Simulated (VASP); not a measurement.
# GaN (Pmc2_1) in VASP: notebook, part 2 of 2

VASP 6.6.1.

### Step 3. Single point, LDA (mode 11 frozen in at -0.061 Å and mode 13 at +0.036 Å (largest displacements))

INCAR

```
SYSTEM = GaN
PREC = Accurate
ENCUT = 520
EDIFF = 1E-6
ISMEAR = 0
SIGMA = 0.05
LREAL = .False.
LASPH = .True.
NELM = 100
ALGO = Normal
ISIF = 2
LWAVE = .False.
LCHARG = .True.
GGA = CA
LELF = .True.
LVHAR = .True.
NBANDS = 46
```

KPOINTS

```
regular mesh
0
Gamma
  8 6 6
  0 0 0
```

POSCAR

```
GaN
1.0
   -3.1515767111      0.0000000000      0.0000000000
    0.0000000000      0.0000000000     -5.1382481593
    0.0000000000     -5.4586909876      0.0000000000
Ga N
4 4
Direct
    0.5000000000      0.0062542883      0.1771032153
    0.0000000000     -0.0020054536      0.6562276423
    0.0000000000      0.4979945464      0.3437723577
    0.5000000000      0.5062542883      0.8228967847
    0.5000000000      0.6152981630      0.1681691477
    0.0000000000      0.6191310875      0.6651489596
    0.0000000000      0.1191310875      0.3348510404
    0.5000000000      0.1152981630      0.8318308523
```

Potentials or basis: VASP PAW LDA potentials, release 64 (Ga_d, N).

Launch:

```
cat potpaw_LDA.64/Ga_d/POTCAR potpaw_LDA.64/N/POTCAR > POTCAR
mpirun -np 1 vasp_std > vasp.out
```

OUTCAR:

```text
SYSTEM = GaN
   PREC = Accurate
   ENCUT = 520
   EDIFF = 1E-6
   ISMEAR = 0
   LREAL = .False.
   LASPH = .True.
   NELM = 100
   ISIF = 2
   GGA = CA

 ion  position               nearest neighbor table
   1  0.500  0.006  0.177-   7 1.89   7 1.89   8 1.97   5 2.01
   2  0.000  0.998  0.656-   7 1.86   8 1.94   8 1.94   6 1.95
   3  0.000  0.498  0.344-   6 1.86   5 1.94   5 1.94   7 1.95
   4  0.500  0.506  0.823-   6 1.89   6 1.89   5 1.97   8 2.01
   5  0.500  0.615  0.168-   3 1.94   3 1.94   4 1.97   1 2.01
   6  0.000  0.619  0.665-   3 1.86   4 1.89   4 1.89   2 1.95
   7  0.000  0.119  0.335-   2 1.86   1 1.89   1 1.89   3 1.95
   8  0.500  0.115  0.832-   2 1.94   2 1.94   1 1.97   4 2.01

  LATTYP: Found a simple orthorhombic cell.
 ALAT       =     3.1515767111
 B/A-ratio  =     1.6303738193
 C/A-ratio  =     1.7320508076

  Lattice vectors:

 A1 = (  -3.1515767111,   0.0000000000,   0.0000000000)
 A2 = (   0.0000000000,   0.0000000000,  -5.1382481593)
 A3 = (   0.0000000000,  -5.4586909876,   0.0000000000)

Analysis of symmetry for initial positions (statically):
=====================================================================
 Subroutine PRICEL returns:
 Original cell was already a primitive cell.

 Routine SETGRP: Setting up the symmetry group for a
 simple orthorhombic supercell.

 Subroutine GETGRP returns: Found  4 space group operations
 (whereof  2 operations were pure point group operations)
 out of a pool of  8 trial point group operations.

The static configuration has the point symmetry C_1h.
 The point group associated with its full space group is C_2v.

Analysis of symmetry for dynamics (positions and initial velocities):
=====================================================================
 Subroutine PRICEL returns:
 Original cell was already a primitive cell.

 Routine SETGRP: Setting up the symmetry group for a
 simple orthorhombic supercell.

 Subroutine GETGRP returns: Found  4 space group operations
 (whereof  2 operations were pure point group operations)
 out of a pool of  8 trial point group operations.

The dynamic configuration has the point symmetry C_1h.
 The point group associated with its full space group is C_2v.

 Subroutine INISYM returns: Found  4 space group operations
 (whereof  2 operations are pure point group operations),
 and found     1 'primitive' translations

----------------------------------------------------------------------------------------

                                     Primitive cell

  volume of cell :      88.3958

  direct lattice vectors                    reciprocal lattice vectors
    -3.151576711  0.000000000  0.000000000    -0.317301494  0.000000000  0.000000000
     0.000000000  0.000000000 -5.138248159     0.000000000  0.000000000 -0.194618860
     0.000000000 -5.458690988  0.000000000     0.000000000 -0.183194103  0.000000000

  length of vectors
     3.151576711  5.138248159  5.458690988     0.317301494  0.194618860  0.183194103

  position of ions in fractional coordinates (direct lattice)
     0.500000000  0.006254288  0.177103215
[... 48 lines left out ...]
  0.125000  0.000000  0.000000      2.000000
  0.250000  0.000000  0.000000      2.000000
  0.375000  0.000000  0.000000      2.000000
  0.500000  0.000000  0.000000      1.000000
  0.000000  0.166667  0.000000      2.000000
[... 16 lines left out ...]
  0.250000  0.000000  0.166667      4.000000
  0.375000  0.000000  0.166667      4.000000
 [... further k-points ...]
   k-points           NKPTS =     80   k-points in BZ     NKDIM =     80   number of bands    NBANDS=     46
   number of dos      NEDOS =    301   number of ions     NIONS =      8
   total plane-waves  NPLWV =  40320
   dimension x,y,z NGX =    24 NGY =   40 NGZ =   42
   dimension x,y,z NGXF=    48 NGYF=   80 NGZF=   84
   ions per type =               4   4
   NGX,Y,Z   is equivalent  to a cutoff of  12.66, 12.94, 12.79 a.u.
   NGXF,Y,Z  is equivalent  to a cutoff of  25.32, 25.88, 25.58 a.u.
 SYSTEM =  GaN
   PREC   = accura    normal or accurate (medium, high low for compatibility)
   ISTART =      0    job   : 0-new  1-cont  2-samecut
   ICHARG =      2    charge: 1-file 2-atom 10-const
   ISPIN  =      1    spin polarized calculation?
   LNONCOLLINEAR =      F non collinear calculations
   LSORBIT =      F    spin-orbit coupling
   LASPH  =      T    aspherical Exc in radial PAW
   ENCUT  =  520.0 eV  38.22 Ry    6.18 a.u.   5.86  9.55 10.15*2*pi/ulx,y,z
   NELM   =    100;   NELMIN=  2; NELMDL= -5     # of ELM steps
   EDIFF  = 0.1E-05   stopping-criterion for ELM
   LREAL  =      F    real-space projection
   EDIFFG = 0.1E-04   stopping-criterion for IOM
   NSW    =      0    number of steps for IOM
   IBRION =     -1    ionic relax: 0-MD 1-quasi-New 2-CG
   NFREE  =      0    steps in history (QN), initial steepest desc. (CG)
   ISIF   =      2    stress and relaxation
   ISYM   =      2    0-nonsym 1-usesym 2-fastsym
   POTIM  = 0.5000    time-step for ionic-motion
   TEBEG  =    0.0;   TEEND  =   0.0 temperature during run
   PSTRESS=    0.0 pullay stress
   NELECT =      72.0000    total number of electrons
   NUPDOWN=      -1.0000    fix difference up-down
   EMIN   =  10.00;   EMAX   =-10.00  energy-range for DOS
   EFERMI =   0.00;   METHOD = LEGACY
   ISMEAR =     0;   SIGMA  =   0.05  broadening in eV -4-tet -1-fermi 0-gaus
   EFERMI_NEDOS =   21; number of points for ismear=-14 and -15
   IALGO  =     38    algorithm
   IMIX   =      4    mixing-type and parameters
     AMIX     =   0.40;   BMIX     =  1.00
     AMIX_MAG =   1.60;   BMIX_MAG =  1.00
  volume/ion in A,a.u.               =      11.05        74.57
  Fermi-wavevector in a.u.,A,eV,Ry     =   1.528886  2.889176 31.803525  2.337493
  Thomas-Fermi vector in A             =   2.636583
   LORBIT       =      0    0 simple, 1 ext, 2 COOP (PROOUT), +10 PAW based schemes
   GGA     = CA    functional components
   LHFCALC =     F    Hartree Fock is set to
   AEXX    =    0.0000 exact exchange contribution
   IVDW    =     0    specifies the selected vdW correction
   LEPSILON=     F    determine dielectric tensor
   LRPA    =     F    only Hartree local field effects (RPA)
 non-spin polarized calculation
 Gauss-broadening in eV      SIGMA  =   0.05
  energy-cutoff  :      520.00
  volume of cell :       88.40
 maximum number of plane-waves:      2408
 NGX is ok and might be reduce to    24
   NGX = 11   NGY = 19   NGZ = 21

 number of electron      71.9999966 magnetization

 Free energy of the ion-electron system (eV)
  ---------------------------------------------------
  ext. energy  EPLUGINS =         0.00000000
  ---------------------------------------------------
  free energy    TOTEN  =       -55.57320970 eV

  energy without entropy =      -55.57320970  energy(sigma->0) =      -55.57320970

 E-fermi :   5.6877     XC(G=0): -12.2972

 val. band max:        5.4856398175   @ k =   0.0000   0.0000   0.0000
 cond. band min:       7.5733007390   @ k =   0.0000   0.0000   0.0000
 fundamental gap:      2.0876609216
 Fermi energy:         5.6877436762

 k-point     1 :       0.0000    0.0000    0.0000
  band No.  band energies     occupation
      1     -10.8545      2.00000
      2     -10.1137      2.00000
      3      -9.4639      2.00000
      4      -9.4277      2.00000
      5      -8.1859      2.00000
      6      -8.1777      2.00000
[... 1165 lines left out ...]
     45      15.0143      0.00000
     46      15.2531      0.00000

 [... further k-points ...]

------------------------ aborting loop because EDIFF is reached ----------------------------------------

  FORCE on cell =-STRESS in cart. coord.  units (eV):
  Direction    XX          YY          ZZ          XY          YZ          ZX
  --------------------------------------------------------------------------------------
  -------------------------------------------------------------------------------------
  Total        2.0700342      2.1359825     -0.7328224      0.0000000      0.0000000      0.0000000
  in kB       37.5194651     38.7147801    -13.2824404      0.0000000      0.0000000      0.0000000
  external PRESSURE =      20.9839350 kB  Pullay stress =       0.0000000 kB

 VOLUME and BASIS-vectors are now :
 -----------------------------------------------------------------------------
  energy-cutoff  :      520.00
  volume of cell :       88.40
      direct lattice vectors                 reciprocal lattice vectors
    -3.151576711  0.000000000  0.000000000    -0.317301494  0.000000000  0.000000000
     0.000000000  0.000000000 -5.138248159     0.000000000  0.000000000 -0.194618860
     0.000000000 -5.458690988  0.000000000     0.000000000 -0.183194103  0.000000000

 POSITION                                       TOTAL-FORCE (eV/Angst)
 -----------------------------------------------------------------------------------
     -1.57579     -0.96675     -0.03214         0.000000      1.521426      0.991775
      0.00000     -3.58214     -5.12794         0.000000     -1.650026      0.053726
      0.00000     -1.87655     -2.55882         0.000000      1.650026      0.053726
     -1.57579     -4.49194     -2.60126         0.000000     -1.521426      0.991775
     -1.57579     -0.91798     -3.16155         0.000000     -0.004679     -0.481831
      0.00000     -3.63084     -3.18125         0.000000     -0.170869     -0.563671
      0.00000     -1.82785     -0.61213         0.000000      0.170869     -0.563671
     -1.57579     -4.54071     -0.59243         0.000000      0.004679     -0.481831
 -----------------------------------------------------------------------------------
    total drift:                               -0.000000     -0.000006     -0.000597

  FREE ENERGIE OF THE ION-ELECTRON SYSTEM (eV)
  ---------------------------------------------------
  free  energy   TOTEN  =       -55.5732097044 eV

  energy  without entropy=      -55.5732097044  energy(sigma->0) =      -55.57320970
```

Run time: 2.3 min. Hardware: 1 thread of Intel Xeon 6975P-C (Granite Rapids), shared host; peak memory 0.34 GiB.

What came out:

- Free energy: -55.5732 eV
- Pressure: 2.1 GPa
- Largest force: 1.816 eV/Å
- Band gap on the k mesh: 2.09 eV

Forces on the atoms (eV/Å):
```
Ga   0.000  1.521  0.992
Ga   0.000 -1.650  0.054
Ga   0.000  1.650  0.054
Ga   0.000 -1.521  0.992
N    0.000 -0.005 -0.482
N    0.000 -0.171 -0.564
N    0.000  0.171 -0.564
N    0.000  0.005 -0.482
```

Levels at points of the mesh, in eV from the valence-band top:
| k point | band 34 | band 35 | band 36 | band 37 | band 38 | band 39 |
| --- | --- | --- | --- | --- | --- | --- |
| (0.00, 0.00, 0.00) | -0.08 | -0.04 | 0.00 | 2.09 | 4.24 | 4.94 |
| (0.50, 0.00, 0.00) | -2.31 | -2.18 | -1.70 | 5.40 | 6.07 | 6.60 |
| (0.00, 0.50, 0.00) | -0.60 | -0.54 | -0.54 | 4.22 | 4.22 | 4.51 |
| (0.50, 0.50, 0.00) | -1.94 | -1.46 | -1.46 | 5.61 | 5.61 | 6.02 |
| (0.00, 0.00, 0.50) | -0.71 | -0.60 | -0.45 | 4.19 | 4.52 | 5.85 |
| (0.50, 0.00, 0.50) | -2.10 | -1.30 | -1.09 | 4.62 | 5.23 | 5.42 |
| (0.00, 0.50, 0.50) | -1.84 | -1.07 | -1.07 | 5.04 | 5.04 | 5.49 |
| (0.50, 0.50, 0.50) | -2.05 | -1.66 | -1.66 | 4.09 | 4.09 | 4.65 |

Caveat: the cell differs from its parent crystal (mode 11 frozen in at -0.061 Å and mode 13 at +0.036 Å (largest displacements)); forces of over 1 eV/Å act on the atoms, so gaps and moduli don't describe the material at rest.

### Step 4. Single point, LDA (mode 11 frozen in at -0.046 Å and mode 13 at +0.000 Å (largest displacements))

INCAR

```
SYSTEM = GaN
PREC = Accurate ; ENCUT = 520
EDIFF = 1E-6 ; ISMEAR = 0
SIGMA = 0.05 ; LREAL = .False.
LASPH = .True. ; NELM = 60
ALGO = Normal ; ISIF = 2
LWAVE = .False. ; LCHARG = .False.
NBANDS = 46
```

KPOINTS

```
Automatic mesh
0
Gamma
  8 6 6
  0 0 0
```

POSCAR

```
GaN
1.0
   -3.1515767111      0.0000000000      0.0000000000
    0.0000000000      0.0000000000     -5.1382481593
    0.0000000000     -5.4586909876      0.0000000000
Ga N
4 4
Direct
    0.5000000000      0.0037986561      0.1744950066
    0.0000000000     -0.0023961503      0.6588383268
    0.0000000000      0.4976038497      0.3411616732
    0.5000000000      0.5037986561      0.8255049934
    0.5000000000      0.6228614004      0.1677992372
    0.0000000000      0.6257360938      0.6655340962
    0.0000000000      0.1257360938      0.3344659038
    0.5000000000      0.1228614004      0.8322007628
```

Launch:

```
cat potpaw_LDA.64/Ga_d/POTCAR potpaw_LDA.64/N/POTCAR > POTCAR
mpirun -np 1 vasp_std > vasp.out
```

Wall time 3.9 min (1 thread of Intel Xeon Platinum 8259CL at 2.50GHz (Skylake/Cascade Lake), shared host); peak memory 0.33 GiB.

It converged, with:

- Free energy: -55.7089 eV
- Pressure: 1.5 GPa
- Largest force: 1.221 eV/Å
- Band gap on the k mesh: 2.11 eV

Forces on the atoms (eV/Å):
```
Ga   0.000  1.095  0.432
Ga   0.000 -1.154 -0.399
Ga   0.000  1.154 -0.399
Ga   0.000 -1.095  0.432
N    0.000 -0.006 -0.051
N    0.000 -0.084  0.019
N    0.000  0.084  0.019
N    0.000  0.006 -0.051
```

Stress tensor (GPa, compression positive):
```
1.55 0.00 0.00
0.00 1.57 0.00
0.00 0.00 1.45
```

Levels at points of the mesh, in eV from the valence-band top:
| k point | band 33 | band 34 | band 35 | band 36 | band 37 | band 38 | band 39 | band 40 |
| --- | --- | --- | --- | --- | --- | --- | --- | --- |
| (0.00, 0.00, 0.00) | -0.82 | -0.08 | -0.02 | 0.00 | 2.11 | 4.34 | 4.98 | 5.63 |
| (0.50, 0.00, 0.00) | -2.25 | -2.23 | -2.18 | -1.86 | 5.33 | 5.83 | 6.67 | 6.88 |
| (0.00, 0.50, 0.00) | -0.57 | -0.57 | -0.53 | -0.53 | 4.26 | 4.26 | 4.48 | 4.48 |
| (0.50, 0.50, 0.00) | -1.94 | -1.94 | -1.59 | -1.59 | 5.69 | 5.69 | 5.99 | 5.99 |
| (0.00, 0.00, 0.50) | -0.84 | -0.72 | -0.61 | -0.41 | 4.26 | 4.51 | 5.93 | 6.02 |
| (0.50, 0.00, 0.50) | -2.46 | -2.26 | -1.14 | -0.99 | 4.74 | 5.20 | 5.47 | 5.75 |
| (0.00, 0.50, 0.50) | -1.67 | -1.67 | -1.10 | -1.10 | 5.09 | 5.09 | 5.43 | 5.43 |
| (0.50, 0.50, 0.50) | -2.02 | -2.02 | -1.79 | -1.79 | 4.14 | 4.14 | 4.57 | 4.57 |

Caveat: the cell differs from its parent crystal (mode 11 frozen in at -0.046 Å and mode 13 at +0.000 Å (largest displacements)); forces of over 1 eV/Å act on the atoms, so gaps and moduli don't describe the material at rest.

### Step 5. Single point, LDA (mode 11 frozen in at -0.046 Å and mode 13 at +0.018 Å (largest displacements))

INCAR

```
SYSTEM = GaN
PREC     = Accurate       ! precision mode
ENCUT    = 520            ! plane-wave cutoff, eV
EDIFF    = 1E-6           ! SCF threshold, eV
ISMEAR   = 0              ! smearing method
SIGMA    = 0.05           ! smearing width, eV
LREAL    = .False.        ! projectors in reciprocal space
LASPH    = .True.         ! aspherical terms in the spheres
NELM     = 60             ! most SCF steps
ALGO     = Normal         ! electronic algorithm
ISIF     = 2              ! what is computed and relaxed
LWAVE    = .False.        ! write WAVECAR
LCHARG   = .True.         ! write CHGCAR
GGA      = CA             ! functional
LELF     = .True.         ! ELF
LVHAR    = .True.       
NBANDS   = 46             ! bands
```

KPOINTS

```
regular mesh
0
Gamma
  8 6 6
  0 0 0
```

POSCAR

```
GaN
1.0
   -3.1515767111      0.0000000000      0.0000000000
    0.0000000000      0.0000000000     -5.1382481593
    0.0000000000     -5.4586909876      0.0000000000
Ga N
4 4
Direct
    0.5000000000      0.0045102384      0.1744943876
    0.0000000000     -0.0016845681      0.6588377078
    0.0000000000      0.4983154319      0.3411622922
    0.5000000000      0.5045102384      0.8255056124
    0.5000000000      0.6193193395      0.1677954307
    0.0000000000      0.6221940328      0.6655302897
    0.0000000000      0.1221940328      0.3344697103
    0.5000000000      0.1193193395      0.8322045693
```

Launch:

```
cat potpaw_LDA.64/Ga_d/POTCAR potpaw_LDA.64/N/POTCAR > POTCAR
mpirun -np 1 vasp_std > vasp.out
```

Run time: 3.2 min. Hardware: 1 thread of AMD EPYC 9R45 (Zen 5), shared host; peak memory 0.3 GiB.

It converged, with:

```
Free energy            : -55.6958 eV
Pressure               : 1.6 GPa
Largest force          : 1.304 eV/Å
Band gap on the k mesh : 2.13 eV
```

Forces on the atoms (eV/Å):
```
Ga   0.000  1.124  0.662
Ga   0.000 -1.190 -0.105
Ga   0.000  1.190 -0.105
Ga   0.000 -1.124  0.662
N    0.000  0.002 -0.279
N    0.000 -0.096 -0.277
N    0.000  0.096 -0.277
N    0.000 -0.002 -0.279
```

Stress tensor (GPa, compression positive):
```
 2.48  0.00  0.00
 0.00  2.53  0.00
 0.00  0.00 -0.19
```

Levels at points of the mesh, in eV from the valence-band top:
```csv
k point,band 32,band 33,band 34,band 35,band 36,band 37,band 38,band 39,band 40,band 41
"(0.00, 0.00, 0.00)",-1.08,-0.83,-0.02,-0.01,0.00,2.13,4.33,4.99,5.67,6.01
"(0.50, 0.00, 0.00)",-4.00,-2.29,-2.22,-2.14,-1.78,5.44,5.94,6.69,6.89,7.69
"(0.00, 0.50, 0.00)",-1.94,-0.56,-0.56,-0.52,-0.52,4.29,4.29,4.51,4.51,7.75
"(0.50, 0.50, 0.00)",-3.55,-1.88,-1.88,-1.52,-1.52,5.71,5.71,6.02,6.02,7.97
"(0.00, 0.00, 0.50)",-2.02,-0.76,-0.64,-0.63,-0.43,4.28,4.53,5.93,6.02,7.26
"(0.50, 0.00, 0.50)",-2.79,-2.37,-2.17,-1.18,-1.03,4.75,5.21,5.51,5.78,5.84
"(0.00, 0.50, 0.50)",-2.03,-1.67,-1.67,-1.10,-1.10,5.13,5.13,5.47,5.47,7.59
"(0.50, 0.50, 0.50)",-2.04,-2.01,-2.01,-1.73,-1.73,4.18,4.18,4.61,4.61,7.62
```

Caveat: the cell differs from its parent crystal (mode 11 frozen in at -0.046 Å and mode 13 at +0.018 Å (largest displacements)); forces of over 1 eV/Å act on the atoms, so gaps and moduli don't describe the material at rest.
